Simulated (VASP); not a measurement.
# PtS2 (R3m) in VASP: further runs

Aim: see how the results for PtS2 move with the level of theory and the settings. Levels: r2SCAN, HSE06. Tasks: single point.

Program: VASP 6.6.1. These are calculated values, not measurements. Logs are shortened: lines on timing, memory, paths and dates and some standing lists are left out, and cuts for length are marked.

### Step 1. The cell of the first run

Symmetry: R3m, No. 160, trigonal system. Conventional cell: a = 3.478 Å, b = 3.478 Å, c = 15.288 Å, α = 90.00°, β = 90.00°, γ = 120.00°. Pt (site symmetry 3m) has 6 S at 2.41 to 2.48 Å within 3.2 Å. S (site symmetry 3m) has 3 Pt at 2.48 Å and 4 S at 2.78 to 3.06 Å within 3.3 Å. S (site symmetry 3m) has 3 Pt at 2.41 Å and 4 S at 2.78 to 3.06 Å within 3.2 Å.

### Step 2. Single point, r2SCAN

Input file POSCAR:

```
PtS2
1.0
    1.7391392326      1.0040925041      5.0958703778
   -1.7391392326      1.0040925041      5.0958703778
    0.0000000000     -2.0081850081      5.0958703778
Pt S
1 2
Direct
   -0.0026256460     -0.0026256460     -0.0026256460
    0.4255983386      0.4255983386      0.4255983386
    0.2436939740      0.2436939740      0.2436939740
```

Input file INCAR.step1:

```
ALGO = Normal
EDIFF = 1E-4
ENCUT = 520
GGA = PE
ISMEAR = -1
LASPH = T
LCHARG = F
LREAL = F
LWAVE = T
NBANDS = 18
NELM = 60
PREC = Accurate
SIGMA = 0.02
```

Input file INCAR.step2:

```
ALGO = Normal
EDIFF = 1E-6
ENCUT = 520
ISIF = 2
ISMEAR = -1
ISTART = 1
LASPH = T
LCHARG = F
LMIXTAU = T
LREAL = F
LWAVE = F
METAGGA = R2SCAN
NBANDS = 18
NELM = 60
PREC = Accurate
SIGMA = 0.02
```

Input file KPOINTS:

```
k-points
0
Gamma
  6 6 6
```

Potentials or basis: VASP PAW PBE potentials, release 64 (Pt, S).

The run is started by

```sh
> cat potpaw_PBE.64/Pt/POTCAR potpaw_PBE.64/S/POTCAR > POTCAR
> cp INCAR.step1 INCAR
> mpirun -np 1 vasp_std > vasp.out
> cp INCAR.step2 INCAR
> mpirun -np 1 vasp_std > vasp.out
```

OUTCAR:

```text
EDIFF = 1E-6
   ENCUT = 520
   ISIF = 2
   ISMEAR = -1
   ISTART = 1
   LASPH = T
   LREAL = F
   METAGGA = R2SCAN
   NELM = 60
   PREC = Accurate

 ion  position               nearest neighbor table
   1  0.997  0.997  0.997-   3 2.41   3 2.41   3 2.41   2 2.48   2 2.48   2 2.48
   2  0.426  0.426  0.426-   1 2.48   1 2.48   1 2.48   3 2.78
   3  0.244  0.244  0.244-   1 2.41   1 2.41   1 2.41   2 2.78

  LATTYP: Found a trigonal (rhomboedric) cell.
 ALAT       =     5.4772896522
 COS(alpha) =     0.7983643665

  Lattice vectors:

 A1 = (   1.7391392326,   1.0040925041,   5.0958703778)
 A2 = (  -1.7391392326,   1.0040925041,   5.0958703778)
 A3 = (   0.0000000000,  -2.0081850081,   5.0958703778)

Analysis of symmetry for initial positions (statically):
=====================================================================
 Subroutine PRICEL returns:
 Original cell was already a primitive cell.

 Routine SETGRP: Setting up the symmetry group for a
 trigonal (rhombohedral) supercell.

 Subroutine GETGRP returns: Found  6 space group operations
 (whereof  6 operations were pure point group operations)
 out of a pool of 12 trial point group operations.

The static configuration has the point symmetry C_3v.

Analysis of symmetry for dynamics (positions and initial velocities):
=====================================================================
 Subroutine PRICEL returns:
 Original cell was already a primitive cell.

 Routine SETGRP: Setting up the symmetry group for a
 trigonal (rhombohedral) supercell.

 Subroutine GETGRP returns: Found  6 space group operations
 (whereof  6 operations were pure point group operations)
 out of a pool of 12 trial point group operations.

The dynamic configuration has the point symmetry C_3v.

 Subroutine INISYM returns: Found  6 space group operations
 (whereof  6 operations are pure point group operations),
 and found     1 'primitive' translations

----------------------------------------------------------------------------------------

                                     Primitive cell

  volume of cell :      53.3922

  direct lattice vectors                    reciprocal lattice vectors
     1.739139233  1.004092504  5.095870378     0.287498546  0.165987363  0.065412444
    -1.739139233  1.004092504  5.095870378    -0.287498546  0.165987363  0.065412444
     0.000000000 -2.008185008  5.095870378     0.000000000 -0.331974725  0.065412444

  length of vectors
     5.477289652  5.477289652  5.477289652     0.338357808  0.338357808  0.338357808

  position of ions in fractional coordinates (direct lattice)
     0.997374354  0.997374354  0.997374354
     0.425598339  0.425598339  0.425598339
     0.243693974  0.243693974  0.243693974

  ion indices of the primitive-cell ions
   primitive index   ion index
                 1           1
                 2           2
                 3           3

----------------------------------------------------------------------------------------

 KPOINTS: k-points

Automatic generation of k-mesh.
 Grid dimensions read from file:
 generate k-points for:    6    6    6

 Generating k-lattice:

  Cartesian coordinates                     Fractional coordinates (reciprocal lattice)
     0.047916424  0.027664560  0.010902074     0.166666667 -0.000000000 -0.000000000
    -0.047916424  0.027664560  0.010902074    -0.000000000  0.166666667 -0.000000000
     0.000000000 -0.055329121  0.010902074     0.000000000  0.000000000  0.166666667

  Length of vectors
     0.056392968  0.056392968  0.056392968

  Shift w.r.t. Gamma in fractional coordinates (k-lattice)
     0.000000000  0.000000000  0.000000000

 Subroutine IBZKPT returns following result:
 ===========================================

 Found     32 irreducible k-points:

 Following reciprocal coordinates:
            Coordinates               Weight
  0.000000  0.000000  0.000000      1.000000
  0.166667  0.000000  0.000000      6.000000
  0.333333  0.000000  0.000000      6.000000
  0.500000  0.000000  0.000000      3.000000
  0.166667  0.166667 -0.000000      6.000000
  0.333333  0.166667  0.000000     12.000000
[... 16 lines left out ...]
  0.500000  0.500000  0.166667      6.000000
 -0.333333  0.500000  0.166667     12.000000
 [... further k-points ...]
   k-points           NKPTS =     32   k-points in BZ     NKDIM =     32   number of bands    NBANDS=     18
   number of dos      NEDOS =    301   number of ions     NIONS =      3
   total plane-waves  NPLWV =  74088
   dimension x,y,z NGX =    42 NGY =   42 NGZ =   42
   dimension x,y,z NGXF=    84 NGYF=   84 NGZF=   84
   ions per type =               1   2
   NGX,Y,Z   is equivalent  to a cutoff of  12.75, 12.75, 12.75 a.u.
   NGXF,Y,Z  is equivalent  to a cutoff of  25.50, 25.50, 25.50 a.u.
 SYSTEM =  unknown system
   PREC   = accura    normal or accurate (medium, high low for compatibility)
   ISTART =      1    job   : 0-new  1-cont  2-samecut
   ICHARG =      0    charge: 1-file 2-atom 10-const
   ISPIN  =      1    spin polarized calculation?
   LNONCOLLINEAR =      F non collinear calculations
   LSORBIT =      F    spin-orbit coupling
   LASPH  =      T    aspherical Exc in radial PAW
   ENCUT  =  520.0 eV  38.22 Ry    6.18 a.u.  10.18 10.18 10.18*2*pi/ulx,y,z
   NELM   =     60;   NELMIN=  2; NELMDL=  0     # of ELM steps
   EDIFF  = 0.1E-05   stopping-criterion for ELM
   LREAL  =      F    real-space projection
   EDIFFG = 0.1E-04   stopping-criterion for IOM
   NSW    =      0    number of steps for IOM
   IBRION =     -1    ionic relax: 0-MD 1-quasi-New 2-CG
   NFREE  =      0    steps in history (QN), initial steepest desc. (CG)
   ISIF   =      2    stress and relaxation
   ISYM   =      2    0-nonsym 1-usesym 2-fastsym
   POTIM  = 0.5000    time-step for ionic-motion
   TEBEG  =    0.0;   TEEND  =   0.0 temperature during run
   PSTRESS=    0.0 pullay stress
   NELECT =      22.0000    total number of electrons
   NUPDOWN=      -1.0000    fix difference up-down
   EMIN   =  10.00;   EMAX   =-10.00  energy-range for DOS
   EFERMI =   0.00;   METHOD = LEGACY
   ISMEAR =    -1;   SIGMA  =   0.02  broadening in eV -4-tet -1-fermi 0-gaus
   EFERMI_NEDOS =   21; number of points for ismear=-14 and -15
   IALGO  =     38    algorithm
   IMIX   =      4    mixing-type and parameters
     AMIX     =   0.40;   BMIX     =  1.00
     AMIX_MAG =   1.60;   BMIX_MAG =  1.00
  volume/ion in A,a.u.               =      17.80       120.10
  Fermi-wavevector in a.u.,A,eV,Ry     =   1.218213  2.302088 20.191623  1.484042
  Thomas-Fermi vector in A             =   2.353507
   LORBIT       =      0    0 simple, 1 ext, 2 COOP (PROOUT), +10 PAW based schemes
   METAGGA = R2SCAN    functional components
   LHFCALC =     F    Hartree Fock is set to
   AEXX    =    0.0000 exact exchange contribution
   IVDW    =     0    specifies the selected vdW correction
   LEPSILON=     F    determine dielectric tensor
   LRPA    =     F    only Hartree local field effects (RPA)
 non-spin polarized calculation
  energy-cutoff  :      520.00
  volume of cell :       53.39
 maximum number of plane-waves:      1456
 NGX is ok and might be reduce to    42
   NGX = 21   NGY = 21   NGZ = 21

 number of electron      22.0000000 magnetization

 Free energy of the ion-electron system (eV)
  ---------------------------------------------------
  ext. energy  EPLUGINS =         0.00000000
  ---------------------------------------------------
  free energy    TOTEN  =       -67.01869081 eV

  energy without entropy =      -67.01677027  energy(sigma->0) =      -67.01773054

 E-fermi :   7.3535     XC(G=0): -11.6345

 val. band max:        7.3495830948   @ k =  -0.3333   0.5000   0.3333
 cond. band min:       7.4086724118   @ k =  -0.3333   0.5000   0.1667
 fundamental gap:      0.0590893170
 Fermi energy:         7.3535416445

 k-point     1 :       0.0000    0.0000    0.0000
  band No.  band energies     occupation
      1      -9.2022      2.00000
      2      -5.9844      2.00000
      3      -0.8889      2.00000
      4       1.4198      2.00000
      5       1.4198      2.00000
      6       2.3484      2.00000
[... 10 lines left out ...]
     17      15.9793      0.00000
     18      18.5163      0.00000

 k-point     2 :       0.1667    0.0000    0.0000
  band No.  band energies     occupation
      1      -8.8892      2.00000
      2      -6.0034      2.00000
      3      -0.5485      2.00000
      4       1.1047      2.00000
      5       1.6476      2.00000
      6       2.1411      2.00000
[... 10 lines left out ...]
     17      16.6777      0.00000
     18      16.8241      0.00000

 k-point     3 :       0.3333    0.0000    0.0000
  band No.  band energies     occupation
      1      -8.1515      2.00000
      2      -6.0377      2.00000
      3      -0.3053      2.00000
      4       0.7879      2.00000
      5       1.4329      2.00000
      6       2.1681      2.00000
[... 10 lines left out ...]
     17      17.8190      0.00000
     18      17.8422      0.00000

 k-point     4 :       0.5000    0.0000    0.0000
  band No.  band energies     occupation
      1      -7.6915      2.00000
      2      -6.0689      2.00000
      3      -0.5052      2.00000
      4       0.5855      2.00000
      5       1.2327      2.00000
      6       2.0662      2.00000
[... 375 lines left out ...]
      4       0.6371      2.00000
      5       1.4401      2.00000
      6       2.4751      2.00000
[... 10 lines left out ...]
     17      16.5990      0.00000
     18      17.7566      0.00000

 k-point    23 :       0.5000    0.5000    0.1667
  band No.  band energies     occupation
      1      -7.7351      2.00000
      2      -6.7402      2.00000
      3       0.2902      2.00000
      4       0.9955      2.00000
      5       1.6543      2.00000
      6       2.0533      2.00000
[... 10 lines left out ...]
     17      15.9618      0.00000
     18      17.2167      0.00000

 k-point    24 :      -0.3333    0.5000    0.1667
  band No.  band energies     occupation
      1      -7.4109      2.00000
      2      -6.5223      2.00000
      3       0.1299      2.00000
      4       0.7137      2.00000
      5       1.6258      2.00000
      6       2.0681      2.00000
[... 10 lines left out ...]
     17      16.2722      0.00000
     18      17.4558      0.00000

 [... further k-points ...]
[... 5 lines left out ...]
  --------------------------------------------------------------------------------------
  -------------------------------------------------------------------------------------
  Total        0.4554914      0.4554914      0.2896548      0.0000000      0.0000000      0.0000000
  in kB       13.6682538     13.6682538      8.6918768      0.0000000      0.0000000      0.0000000
  external PRESSURE =      12.0094615 kB  Pullay stress =       0.0000000 kB

 VOLUME and BASIS-vectors are now :
 -----------------------------------------------------------------------------
  energy-cutoff  :      520.00
  volume of cell :       53.39
      direct lattice vectors                 reciprocal lattice vectors
     1.739139233  1.004092504  5.095870378     0.287498546  0.165987363  0.065412444
    -1.739139233  1.004092504  5.095870378    -0.287498546  0.165987363  0.065412444
     0.000000000 -2.008185008  5.095870378     0.000000000 -0.331974725  0.065412444

 POSITION                                       TOTAL-FORCE (eV/Angst)
 -----------------------------------------------------------------------------------
      0.00000      0.00000     15.24747         0.000000     -0.000000     -0.012010
      0.00000      0.00000      6.50638         0.000000     -0.000000     -0.039984
      0.00000      0.00000      3.72550         0.000000      0.000000      0.051994
 -----------------------------------------------------------------------------------
    total drift:                               -0.000000      0.000000      0.000174

  FREE ENERGIE OF THE ION-ELECTRON SYSTEM (eV)
  ---------------------------------------------------
  free  energy   TOTEN  =       -67.0186908127 eV

  energy  without entropy=      -67.0167702689  energy(sigma->0) =      -67.01773054
```

It took 1.9 min on 1 thread of Intel Xeon 6975P-C (Granite Rapids), shared host; peak memory 0.29 GiB.

What came out:

- Free energy: -67.0187 eV
- Pressure: 1.2 GPa
- Largest force: 0.052 eV/Å
- Band gap on the k mesh: zero (band 11 reaches 7.77 eV, above the bottom of band 12 at 7.35 eV)

Forces in eV/Å, atoms in the order of the input:
```
Pt   0.000  0.000 -0.012
S    0.000  0.000 -0.040
S    0.000  0.000  0.052
```

Stress tensor (GPa, compression positive):
```
1.37 0.00 0.00
0.00 1.37 0.00
0.00 0.00 0.87
```

Caveat: the PAW data sets were made with another functional, which shifts forces and pressure a little; spin-orbit coupling is left out, which moves the levels of the heavy elements.

### Step 3. Single point, r2SCAN

POSCAR is that of step 2.

Input file INCAR.step1:

```
PREC = Accurate
ENCUT = 520
ISMEAR = 1
SIGMA = 0.5
LREAL = False
LASPH = True
NELM = 100
NBANDS = 18
GGA = PE
ALGO = Normal
EDIFF = 1E-4
LWAVE = True
LCHARG = False
```

Input file INCAR.step2:

```
PREC = Accurate
ENCUT = 520
EDIFF = 1E-7
ISMEAR = 1
SIGMA = 0.5
LREAL = False
LASPH = True
NELM = 100
ALGO = Normal
ISIF = 2
LWAVE = False
LCHARG = False
METAGGA = R2SCAN
LMIXTAU = True
NBANDS = 18
ISTART = 1
```

Input file KPOINTS:

```
regular mesh
0
Gamma
  6 6 6
```

Potentials or basis: VASP PAW PBE potentials, release 64 (Pt, S).

The run is started by

```sh
> cat potpaw_PBE.64/Pt/POTCAR potpaw_PBE.64/S/POTCAR > POTCAR
> cp INCAR.step1 INCAR
> mpirun -np 1 vasp_std > vasp.out
> cp INCAR.step2 INCAR
> mpirun -np 1 vasp_std > vasp.out
```

It took 2.1 min on 1 thread of Intel Xeon 6975P-C (Granite Rapids), shared host; peak memory 0.29 GiB.

Results (log left out):

| Property | Result |
| --- | --- |
| Free energy | -67.0083 eV |
| Pressure | 1.3 GPa |
| Largest force | 0.071 eV/Å |
| Band gap on the k mesh | zero (band 11 reaches 7.77 eV, above the bottom of band 12 at 7.36 eV) |

Forces on the atoms (eV/Å):
```
Pt   0.000  0.000 -0.006
S    0.000  0.000 -0.065
S    0.000  0.000  0.071
```

Levels at points of the mesh, in eV from the Fermi level:
```
           k point  band 8  band 9  band 10  band 11  band 12  band 13  band 14  band 15
(0.00, 0.00, 0.00)   -3.00   -0.28    -0.28     0.43     0.79     0.79     3.33     6.84
(0.50, 0.00, 0.00)   -3.36   -2.60    -2.26    -1.60     0.56     1.26     3.92     5.93
(0.50, 0.50, 0.00)   -3.64   -2.91    -2.25    -2.18     0.50     1.87     4.86     7.55
(0.50, 0.50, 0.50)   -3.15   -2.00     0.12     0.12     0.39     0.39     3.81     7.61
```

Caveat: the PAW data sets were made with another functional, which shifts forces and pressure a little; spin-orbit coupling is left out, which moves the levels of the heavy elements.

(Part 1 of 2 ends here.)
